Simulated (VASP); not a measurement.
InSe, 8 atoms in the cell. The structure is monoclinic, space group C2/m (No. 12). The conventional cell has a = 6.983 Å, b = 4.032 Å, c = 17.013 Å, α = 90.00°, β = 99.85°, γ = 90.00°. Within 3.5 Å of In (site symmetry m) lie 3 Se at 2.66 Å and 1 In at 2.79 Å. Within 3.5 Å of In (site symmetry m) lie 3 Se at 2.66 Å and 1 In at 2.79 Å. Se (site symmetry m) has 3 In at 2.66 Å within 3.5 Å. Within 3.5 Å of Se (site symmetry m) lie 3 In at 2.66 Å and 1 Se at 3.48 Å. 

```yaml
Program: VASP 6.6.1
Task: single point
Functional: PBE
Dispersion: D3(BJ)
Potentials_or_basis: VASP PAW PBE potentials, release 64 (In_d, Se)
Cutoff: 520 eV
k_mesh: 9 × 9 × 2
Occupations: gaussian, width 0.03 eV
Spin: no spin polarisation
Dipole_correction: no
Further_INCAR_settings: ALGO = Normal; EDIFF = 1e-07; NBANDS = 48
```

Potentials or basis: VASP PAW PBE potentials, release 64 (In_d, Se).

The run is started by

```console
$ cat potpaw_PBE.64/In_d/POTCAR potpaw_PBE.64/Se/POTCAR > POTCAR
$ mpirun -np 1 vasp_std > vasp.out
```

Hardware: 1 thread of Intel(R) Xeon(R) Platinum 8488C (Sapphire Rapids), with other jobs on the host.

How long does it take, and how much memory?

Wall time 7.6 min on 1 thread of Intel(R) Xeon(R) Platinum 8488C (Sapphire Rapids) (shared host), peak memory 0.63 GiB. Counts: scf iterations 16, k points 50.
